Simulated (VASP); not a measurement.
Set up this calculation in VASP 6.6.1, as the native input.

| Property | Result |
| --- | --- |
| Task | relaxation of cell and atoms |
| Functional | PBE |
| Dispersion | D3(BJ) |
| Potentials or basis | VASP PAW PBE potentials, release 64 (Co) |
| Cutoff | 600 eV |
| k mesh | 12 × 12 × 7 |
| Occupations | fermi-dirac, width 0.05 eV |
| Spin | collinear spin, ferromagnetic start |
| Starting moments | [2.0, 2.0] μB |
| Dipole correction | no |
| Further INCAR settings | ALGO = Fast; EDIFF = 1e-07; IBRION = 2; EDIFFG = -0.01; NSW = 60; ISIF = 3 |

The structure of Co lies in POSCAR:

```
Co
1.0
    2.4719999032      0.0000000000      0.0000000000
   -1.2359999516      2.1408147143      0.0000000000
    0.0000000000      0.0000000000      4.0211440800
Co
2
Direct
    0.6666666667      0.3333333333      0.7500000000
    0.3333333333      0.6666666667      0.2500000000
```

These files were run (other wordings do the same):

INCAR

```
SYSTEM = Co
PREC = Accurate ; ENCUT = 600
EDIFF = 1E-7 ; ISMEAR = -1
SIGMA = 0.05 ; LREAL = .False.
LASPH = .True. ; NELM = 150
ALGO = Fast ; ISIF = 3
LWAVE = .False. ; LCHARG = .False.
ISPIN = 2 ; MAGMOM = 2 2
LORBIT = 11 ; LMAXMIX = 4
GGA = PE ; IVDW = 12
IBRION = 2 ; NSW = 60
EDIFFG = -0.01
```

KPOINTS

```
regular mesh
0
Gamma
  12 12 7
  0 0 0
```

Potentials or basis: VASP PAW PBE potentials, release 64 (Co).

The run is started by

```sh
$ cat potpaw_PBE.64/Co/POTCAR > POTCAR
$ mpirun -np 1 vasp_std > vasp.out
```

Results of the run:

```yaml
Relaxed_volume: 10.50 Å³/atom
Relaxed_cell: a = 2.468 Å, b = 2.468 Å, c = 3.981 Å, α = 90.00°, β = 90.00°, γ = 120.00°
Space_group_after_relaxing_to_0.05_Å: P6_3/mmc (No. 194)
Energy_gained_by_relaxing: 1.8 meV/atom
Ionic_steps: 4
Pressure_after_relaxing: 0.0 GPa
Net_moment: 3.17 μB per cell
Site_moments: Co +1.60 μB
Valence_electrons_inside_the_program's_atomic_spheres: Co 8.34
Dispersion_energy_per_atom: -0.431 eV
```

Caveat: pairwise dispersion overbinds metals, which lowers pressure and volume.

Wall time 2.4 min on 1 thread of Intel(R) Xeon(R) Platinum 8259CL CPU @ 2.50GHz (Skylake/Cascade Lake), with other jobs on the host, peak memory 0.19 GiB.
